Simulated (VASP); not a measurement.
# MoSe2 (P6_3/mmc) in VASP: a series of runs

The runs below take MoSe2 through vibrations by perturbation theory, with LDA.

All numbers are computed with VASP 6.6.1; they aren't measurements. Logs are shortened: lines on timing, memory, paths and dates and some standing lists are left out, and cuts for length are marked.

**1. The cell of the first run**

It takes space group P6_3/mmc (No. 194, hexagonal). Conventional cell: a = 3.248 Å, b = 3.248 Å, c = 12.742 Å, α = 90.00°, β = 90.00°, γ = 120.00°. Mo (site symmetry -6m2) has 6 Se at 2.50 Å and 6 Mo at 3.25 Å within 3.3 Å. Se (site symmetry 3m) has 3 Mo at 2.50 Å and 7 Se at 3.25 to 3.31 Å within 3.4 Å.

**2. Vibrations by perturbation theory, LDA**

Input file INCAR:

```
PREC     = Accurate       # precision mode
ENCUT    = 500            # plane-wave cutoff, eV
EDIFF    = 1E-8           # SCF threshold, eV
ISMEAR   = 0              # smearing method
SIGMA    = 0.01           # smearing width, eV
LREAL    = False          # projectors in reciprocal space
LASPH    = True           # aspherical terms in the spheres
NELM     = 120            # most SCF steps
ALGO     = Normal         # electronic algorithm
ISIF     = 2              # what is computed and relaxed
LWAVE    = False          # write WAVECAR
LCHARG   = False          # write CHGCAR
GGA      = CA             # functional
IBRION   = 8              # ionic algorithm
NSW      = 1              # ionic steps
GGA_COMPAT= False
```

Input file KPOINTS:

```
regular mesh
0
Gamma
  6 6 2
```

Input file POSCAR:

```
MoSe2
1.0
    3.2484086601      0.0000000000      0.0000000000
   -1.6242043300      2.8132044215      0.0000000000
    0.0000000000      0.0000000000     12.7419293112
Mo Se
2 4
Direct
    0.3333333333      0.6666666667      0.2500000000
    0.6666666667      0.3333333333      0.7500000000
    0.3333333333      0.6666666667      0.6199246305
    0.6666666667      0.3333333333      0.1199246305
    0.3333333333      0.6666666667      0.8800753695
    0.6666666667      0.3333333333      0.3800753695
```

Potentials or basis: VASP PAW LDA potentials, release 64 (Mo_sv, Se).

Started as:

```sh
$ cat potpaw_LDA.64/Mo_sv/POTCAR potpaw_LDA.64/Se/POTCAR > POTCAR
$ mpirun -np 1 vasp_std > vasp.out
```

OUTCAR:

```text
PREC = Accurate
   ENCUT = 500
   EDIFF = 1E-8
   ISMEAR = 0
   LREAL = False
   LASPH = True
   NELM = 120
   ISIF = 2
   GGA = CA
   IBRION = 8
   NSW = 1

 ion  position               nearest neighbor table
   1  0.333  0.667  0.250-   4 2.50   6 2.50   4 2.50   6 2.50   4 2.50   6 2.50
   2  0.667  0.333  0.750-   3 2.50   5 2.50   3 2.50   5 2.50   3 2.50   5 2.50
   3  0.333  0.667  0.620-   2 2.50   2 2.50   2 2.50
   4  0.667  0.333  0.120-   1 2.50   1 2.50   1 2.50
   5  0.333  0.667  0.880-   2 2.50   2 2.50   2 2.50
   6  0.667  0.333  0.380-   1 2.50   1 2.50   1 2.50

  LATTYP: Found a hexagonal cell.
 ALAT       =     3.2484086601
 C/A-ratio  =     3.9225142660

  Lattice vectors:

 A1 = (   3.2484086601,   0.0000000000,   0.0000000000)
 A2 = (  -1.6242043300,   2.8132044215,   0.0000000000)
 A3 = (   0.0000000000,   0.0000000000,  12.7419293112)

Analysis of symmetry for initial positions (statically):
[... 720 lines left out ...]
          X           Y           Z          XY          YZ          ZX
  --------------------------------------------------------------------------------
  x     0.00000    -0.00000     0.00000     3.64528    -0.00000   -12.49261
  y     3.64528    -3.64528     0.00000    -0.00000   -13.69420    -0.00000
  z   -10.16609   -10.16609   -27.39572    -0.00000    -0.00000    -0.00000

 SECOND DERIVATIVES (NOT SYMMETRIZED)
 ------------------------------------
               1X          1Y          1Z          2X          2Y          2Z          3X          3Y          3Z          4X          4Y          4Z          5X          5Y          5Z          6X          6Y          6Z
  1X   -18.524646   -0.000000    0.000000    0.067033    0.000000    0.000000    0.052581    0.000000   -0.000000    9.176225    0.000000    0.000000    0.052581    0.000000    0.000000    9.176225    0.000000    0.000000
  1Y    -0.000000  -18.524646    0.000000    0.000000    0.067033    0.000000    0.000000    0.052581   -0.000000    0.000000    9.176225    0.000000    0.000000    0.052581    0.000000    0.000000    9.176225   -0.000000
  1Z     0.000000   -0.000000  -28.000861   -0.000000   -0.000000    0.344164   -0.000000    0.000000   -0.106284   -0.000000   -0.000000   13.934633    0.000000    0.000000   -0.106284    0.000000    0.000000   13.934633
  2X     0.067033    0.000000    0.000000  -18.524646   -0.000000    0.000000    9.176225    0.000000    0.000000    0.052581    0.000000    0.000000    9.176225    0.000000    0.000000    0.052581    0.000000   -0.000000
  2Y     0.000000    0.067033    0.000000   -0.000000  -18.524646    0.000000    0.000000    9.176225   -0.000000    0.000000    0.052581    0.000000    0.000000    9.176225    0.000000    0.000000    0.052581   -0.000000
  2Z    -0.000000   -0.000000    0.344164    0.000000   -0.000000  -28.000861    0.000000    0.000000   13.934633    0.000000    0.000000   -0.106284   -0.000000   -0.000000   13.934633   -0.000000    0.000000   -0.106284
  3X     0.056189    0.000000   -0.000000    9.172367    0.000000    0.000000   -8.881271   -0.000000   -0.000000   -0.028218   -0.000000    0.000000   -0.393122   -0.000000   -0.000000    0.074055    0.000000   -0.000000
  3Y     0.000000    0.056189    0.000000    0.000000    9.172367    0.000000   -0.000000   -8.881271    0.000000   -0.000000   -0.028218    0.000000   -0.000000   -0.393122    0.000000    0.000000    0.074055   -0.000000
  3Z    -0.000000    0.000000   -0.014000    0.000000   -0.000000   13.828644    0.000000    0.000000  -15.928208    0.000000   -0.000000    0.092734    0.000000   -0.000000    1.716713    0.000000    0.000000    0.304117
  4X     9.172367    0.000000    0.000000    0.056189    0.000000    0.000000   -0.028218   -0.000000    0.000000   -8.881271   -0.000000    0.000000    0.074055    0.000000    0.000000   -0.393122   -0.000000    0.000000
  4Y     0.000000    9.172367   -0.000000    0.000000    0.056189   -0.000000   -0.000000   -0.028218    0.000000   -0.000000   -8.881271   -0.000000    0.000000    0.074055    0.000000   -0.000000   -0.393122   -0.000000
  4Z     0.000000    0.000000   13.828644    0.000000   -0.000000   -0.014000   -0.000000    0.000000    0.092734   -0.000000    0.000000  -15.928208    0.000000   -0.000000    0.304117   -0.000000    0.000000    1.716713
  5X     0.056189    0.000000    0.000000    9.172367    0.000000    0.000000   -0.393122   -0.000000    0.000000    0.074055    0.000000    0.000000   -8.881271   -0.000000    0.000000   -0.028218   -0.000000    0.000000
  5Y     0.000000    0.056189   -0.000000    0.000000    9.172367   -0.000000   -0.000000   -0.393122   -0.000000    0.000000    0.074055    0.000000   -0.000000   -8.881271   -0.000000   -0.000000   -0.028218    0.000000
  5Z     0.000000   -0.000000   -0.014000    0.000000    0.000000   13.828644   -0.000000    0.000000    1.716713    0.000000   -0.000000    0.304117   -0.000000    0.000000  -15.928208   -0.000000    0.000000    0.092734
  6X     9.172367    0.000000    0.000000    0.056189    0.000000   -0.000000    0.074055    0.000000   -0.000000   -0.393122   -0.000000   -0.000000   -0.028218   -0.000000    0.000000   -8.881271   -0.000000   -0.000000
  6Y     0.000000    9.172367    0.000000    0.000000    0.056189    0.000000    0.000000    0.074055   -0.000000   -0.000000   -0.393122    0.000000   -0.000000   -0.028218    0.000000   -0.000000   -8.881271    0.000000
  6Z     0.000000   -0.000000   13.828644   -0.000000    0.000000   -0.014000    0.000000    0.000000    0.304117    0.000000   -0.000000    1.716713    0.000000   -0.000000    0.092734    0.000000    0.000000  -15.928208

 Eigenvectors and eigenvalues of the dynamical matrix
 ----------------------------------------------------

   1 f  =   10.756260 THz    67.583572 2PiTHz  358.790198 cm-1    44.484295 meV
             X         Y         Z           dx          dy          dz
     -0.000000  1.875470  3.185482    -0.000000    0.000000   -0.556062
      1.624204  0.937735  9.556447    -0.000000    0.000000    0.556062
     -0.000000  1.875470  7.899036     0.000000   -0.000000   -0.308865
      1.624204  0.937735  1.528071     0.000000   -0.000000    0.308865
     -0.000000  1.875470 11.213858     0.000000   -0.000000   -0.308865
      1.624204  0.937735  4.842893     0.000000   -0.000000    0.308865
[... 145 lines left out ...]
  18 f/i=    0.002557 THz     0.016069 2PiTHz    0.085307 cm-1     0.010577 meV
             X         Y         Z           dx          dy          dz
     -0.000000  1.875470  3.185482    -0.000000   -0.000000    0.434564
      1.624204  0.937735  9.556447    -0.000000   -0.000000    0.434564
     -0.000000  1.875470  7.899036    -0.000000   -0.000000    0.394433
      1.624204  0.937735  1.528071    -0.000000   -0.000000    0.394433
     -0.000000  1.875470 11.213858    -0.000000   -0.000000    0.394433
      1.624204  0.937735  4.842893    -0.000000   -0.000000    0.394433

--------------------------------------------------------------------------------------------------------

 ELASTIC MODULI CONTR FROM IONIC RELAXATION (kBar)
 Direction    XX          YY          ZZ          XY          YZ          ZX
 --------------------------------------------------------------------------------
 XX        -400.8303   -236.2734   -858.4376     -0.0000     -0.0000     -0.0000
 YY        -236.2734   -400.8303   -858.4376     -0.0000     -0.0000      0.0000
 ZZ        -858.4376   -858.4376  -2313.3291     -0.0000      0.0000      0.0000
 XY          -0.0000     -0.0000     -0.0000    -82.2785      0.0000      0.0000
 YZ           0.0000     -0.0000      0.0000     -0.0000  -1201.4957     -0.0000
 ZX          -0.0000      0.0000      0.0000      0.0000     -0.0000   -999.8967
 --------------------------------------------------------------------------------
```

OSZICAR:

```text
N       E                     dE             d eps       ncg     rms          rms(c)
DAV:   1     0.451449411389E+03    0.45145E+03   -0.28082E+04   980   0.152E+03
DAV:   2    -0.197675897476E+02   -0.47122E+03   -0.46183E+03  1043   0.399E+02
[... 98 lines left out ...]
RMM:  10    -0.122712302260E+00   -0.50514E-06   -0.60671E-07  1530   0.434E-04    0.157E-04
RMM:  11    -0.122712662473E+00   -0.36021E-06    0.45555E-07  1518   0.243E-04    0.436E-05
RMM:  12    -0.122712735149E+00   -0.72677E-07    0.13609E-07  1645   0.127E-04    0.180E-05
RMM:  13    -0.122712744995E+00   -0.98452E-08    0.10844E-07  1613   0.918E-05    0.522E-06
RMM:  14    -0.122712754440E+00   -0.94451E-08   -0.11693E-07  1688   0.781E-05    0.214E-06
RMM:  15    -0.122712750046E+00    0.43939E-08   -0.74782E-08  1622   0.741E-05    0.245E-06
 Linear response finished
```

stdout:

```text
POSCAR found type information on POSCAR MoSe
 POSCAR found :  2 types and       6 ions
 scaLAPACK will be used
 LDA part: xc-table for (Slater(with rela. corr.)+CA(PZ))
 , standard interpolation
 POSCAR, INCAR and KPOINTS ok, starting setup
 FFT: planning ... GRIDC
 FFT: planning ... GRID_SOFT
 FFT: planning ... GRID
 WAVECAR not read
 entering main loop
 Linear response reoptimize wavefunctions to high precision
 Linear response DOF=           4
 Linear response progress:
 first order change of Fermi-energy  -0.18102E-04
 force on displaced ion       1 direction 1 : -18.525   0.002   0.000
 Linear response progress:
 first order change of Fermi-energy  -0.76979E+00
 force on displaced ion       1 direction 3 :   0.000   0.000 -28.001
 Linear response progress:
 first order change of Fermi-energy   0.60492E-04
 force on displaced ion       3 direction 1 :  -8.881  -0.001  -0.001
 Linear response progress:
 first order change of Fermi-energy   0.27479E+00
 force on displaced ion       3 direction 3 :   0.000   0.000 -15.928
 Linear response finished
```

Run time: 9.4 min. Hardware: 1 thread of Intel Xeon Platinum 8488C (Sapphire Rapids), shared host; peak memory 0.48 GiB.

Results:

```
Highest phonon frequency at Γ, LO-TO splitting left out : 359 cm⁻¹
```

Phonon frequencies in cm⁻¹ (negative: imaginary):
```tsv
q point	frequencies
(0.000, 0.000, 0.000)	0 0 0 28 28 44 170 170 172 172 245 248 290 290 290 290 355 359
```

Caveat: the k points lie up to 0.37 Å⁻¹ apart.

**3. Vibrations by perturbation theory, LDA**

Input file INCAR:

```
PREC = Accurate
ENCUT = 500
EDIFF = 1E-8
ISMEAR = 0
SIGMA = 0.01
LREAL = F
LASPH = T
NELM = 120
ALGO = Normal
ISIF = 2
LWAVE = F
LCHARG = F
IBRION = 8
NSW = 1
LEPSILON = T
GGA_COMPAT = F
```

KPOINTS is that of step 2.

POSCAR is that of step 2.

Potentials or basis: VASP PAW LDA potentials, release 64 (Mo_sv, Se).

Started as:

```sh
$ cat potpaw_LDA.64/Mo_sv/POTCAR potpaw_LDA.64/Se/POTCAR > POTCAR
$ mpirun -np 1 vasp_std > vasp.out
```

OUTCAR:

```text
PREC = Accurate
   ENCUT = 500
   EDIFF = 1E-8
   ISMEAR = 0
   LREAL = F
   LASPH = T
   NELM = 120
   ISIF = 2
   IBRION = 8
   NSW = 1
   LEPSILON = T

 ion  position               nearest neighbor table
   1  0.333  0.667  0.250-   4 2.50   6 2.50   4 2.50   6 2.50   4 2.50   6 2.50
   2  0.667  0.333  0.750-   3 2.50   5 2.50   3 2.50   5 2.50   3 2.50   5 2.50
   3  0.333  0.667  0.620-   2 2.50   2 2.50   2 2.50
   4  0.667  0.333  0.120-   1 2.50   1 2.50   1 2.50
   5  0.333  0.667  0.880-   2 2.50   2 2.50   2 2.50
   6  0.667  0.333  0.380-   1 2.50   1 2.50   1 2.50

  LATTYP: Found a hexagonal cell.
 ALAT       =     3.2484086601
 C/A-ratio  =     3.9225142660

  Lattice vectors:

 A1 = (   3.2484086601,   0.0000000000,   0.0000000000)
 A2 = (  -1.6242043300,   2.8132044215,   0.0000000000)
[... 813 lines left out ...]
  3Y     0.000000    0.056188    0.000000    0.000000    9.172370    0.000000   -0.000000   -8.881273   -0.000000   -0.000000   -0.028217    0.000000   -0.000000   -0.393121    0.000000    0.000000    0.074053   -0.000000
  3Z     0.000000    0.000000   -0.014012   -0.000000    0.000000   13.828681    0.000000   -0.000000  -15.928195    0.000000    0.000000    0.092743    0.000000   -0.000000    1.716724    0.000000    0.000000    0.304059
  4X     9.172370    0.000000   -0.000000    0.056188    0.000000   -0.000000   -0.028217   -0.000000    0.000000   -8.881273   -0.000000    0.000000    0.074053    0.000000   -0.000000   -0.393121   -0.000000    0.000000
  4Y     0.000000    9.172370   -0.000000    0.000000    0.056188   -0.000000   -0.000000   -0.028217    0.000000   -0.000000   -8.881273   -0.000000    0.000000    0.074053   -0.000000   -0.000000   -0.393121   -0.000000
  4Z    -0.000000   -0.000000   13.828681   -0.000000    0.000000   -0.014012   -0.000000    0.000000    0.092743    0.000000    0.000000  -15.928195    0.000000    0.000000    0.304059   -0.000000    0.000000    1.716724
  5X     0.056188    0.000000   -0.000000    9.172370    0.000000   -0.000000   -0.393121   -0.000000    0.000000    0.074053    0.000000   -0.000000   -8.881273   -0.000000    0.000000   -0.028217   -0.000000    0.000000
  5Y     0.000000    0.056188   -0.000000    0.000000    9.172370   -0.000000   -0.000000   -0.393121   -0.000000    0.000000    0.074053   -0.000000   -0.000000   -8.881273   -0.000000   -0.000000   -0.028217    0.000000
  5Z    -0.000000    0.000000   -0.014012   -0.000000   -0.000000   13.828681   -0.000000    0.000000    1.716724    0.000000    0.000000    0.304059    0.000000    0.000000  -15.928195   -0.000000    0.000000    0.092743
  6X     9.172370    0.000000   -0.000000    0.056188    0.000000   -0.000000    0.074053    0.000000    0.000000   -0.393121   -0.000000   -0.000000   -0.028217   -0.000000   -0.000000   -8.881273   -0.000000    0.000000
  6Y     0.000000    9.172370    0.000000    0.000000    0.056188    0.000000    0.000000    0.074053   -0.000000   -0.000000   -0.393121    0.000000   -0.000000   -0.028217    0.000000   -0.000000   -8.881273   -0.000000
  6Z    -0.000000    0.000000   13.828681    0.000000    0.000000   -0.014012    0.000000    0.000000    0.304059    0.000000   -0.000000    1.716724    0.000000    0.000000    0.092743    0.000000   -0.000000  -15.928195

 Eigenvectors and eigenvalues of the dynamical matrix
 ----------------------------------------------------

   1 f  =   10.756262 THz    67.583589 2PiTHz  358.790289 cm-1    44.484306 meV
             X         Y         Z           dx          dy          dz
     -0.000000  1.875470  3.185482     0.000000    0.000000   -0.556062
      1.624204  0.937735  9.556447    -0.000000    0.000000    0.556062
     -0.000000  1.875470  7.899036     0.000000   -0.000000   -0.308864
      1.624204  0.937735  1.528071    -0.000000   -0.000000    0.308864
     -0.000000  1.875470 11.213858     0.000000   -0.000000   -0.308864
      1.624204  0.937735  4.842893    -0.000000   -0.000000    0.308864
[... 145 lines left out ...]
  18 f/i=    0.002561 THz     0.016094 2PiTHz    0.085440 cm-1     0.010593 meV
             X         Y         Z           dx          dy          dz
     -0.000000  1.875470  3.185482     0.000000    0.000000    0.434564
      1.624204  0.937735  9.556447     0.000000    0.000000    0.434564
     -0.000000  1.875470  7.899036     0.000000    0.000000    0.394433
      1.624204  0.937735  1.528071     0.000000    0.000000    0.394433
     -0.000000  1.875470 11.213858     0.000000    0.000000    0.394433
      1.624204  0.937735  4.842893     0.000000    0.000000    0.394433

--------------------------------------------------------------------------------------------------------

 MACROSCOPIC STATIC DIELECTRIC TENSOR IONIC CONTRIBUTION
 ------------------------------------------------------
           0.621394     0.000000     0.000000
           0.000000     0.621394    -0.000000
           0.000000    -0.000000     0.154819
 ------------------------------------------------------

 ELASTIC MODULI CONTR FROM IONIC RELAXATION (kBar)
 Direction    XX          YY          ZZ          XY          YZ          ZX
 --------------------------------------------------------------------------------
 XX        -400.8041   -236.3010   -858.4428     -0.0000     -0.0000     -0.0000
 YY        -236.3010   -400.8041   -858.4428     -0.0000      0.0000     -0.0000
 ZZ        -858.4428   -858.4428  -2313.3514     -0.0000      0.0000     -0.0000
 XY          -0.0000     -0.0000     -0.0000    -82.2516      0.0000      0.0000
 YZ          -0.0000      0.0000      0.0000      0.0000  -1201.4911     -0.0000
 ZX           0.0000     -0.0000     -0.0000      0.0000     -0.0000   -999.8926
 --------------------------------------------------------------------------------

 PIEZOELECTRIC TENSOR IONIC CONTR  for field in x, y, z        (C/m^2)
          XX          YY          ZZ          XY          YZ          ZX
  --------------------------------------------------------------------------------
  x     0.00000    -0.00000    -0.00000     0.00000    -0.00000    -0.00000
  y    -0.00000     0.00000     0.00000    -0.00000     0.00000     0.00000
  z     0.00000     0.00000     0.00000     0.00000     0.00000    -0.00000
```

Wall time 22 min (1 thread of Intel Xeon Platinum 8488C (Sapphire Rapids), shared host); peak memory 0.52 GiB.

What came out:

```yaml
Electronic_dielectric_tensor_diagonal: 17.02, 17.02, 9.02
Born_charges_mean_of_the_diagonal: Mo -1.67; Se +0.84 e
Highest_phonon_frequency_at_Γ_LO-TO_splitting_left_out: 359 cm⁻¹
```

Phonon frequencies in cm⁻¹ (negative: imaginary):
```csv
q point,frequencies
"(0.000, 0.000, 0.000)",0 0 0 28 28 44 170 170 172 172 245 248 290 290 290 290 355 359
```

Electronic dielectric tensor:
```
17.02  0.00  0.00
 0.00 17.02  0.00
 0.00  0.00  9.02
```

Born effective charge tensors (e):
atom 1, Mo
```
-1.92  0.00  0.00
 0.00 -1.92  0.00
 0.00  0.00 -1.17
```
atom 2, Mo
```
-1.92  0.00  0.00
 0.00 -1.92  0.00
 0.00  0.00 -1.17
```
atom 3, Se
```
0.96 0.00 0.00
0.00 0.96 0.00
0.00 0.00 0.59
```
atom 4, Se
```
0.96 0.00 0.00
0.00 0.96 0.00
0.00 0.00 0.59
```
atom 5, Se
```
0.96 0.00 0.00
0.00 0.96 0.00
0.00 0.00 0.59
```
atom 6, Se
```
0.96 0.00 0.00
0.00 0.96 0.00
0.00 0.00 0.59
```

Caveat: the k points lie up to 0.37 Å⁻¹ apart.
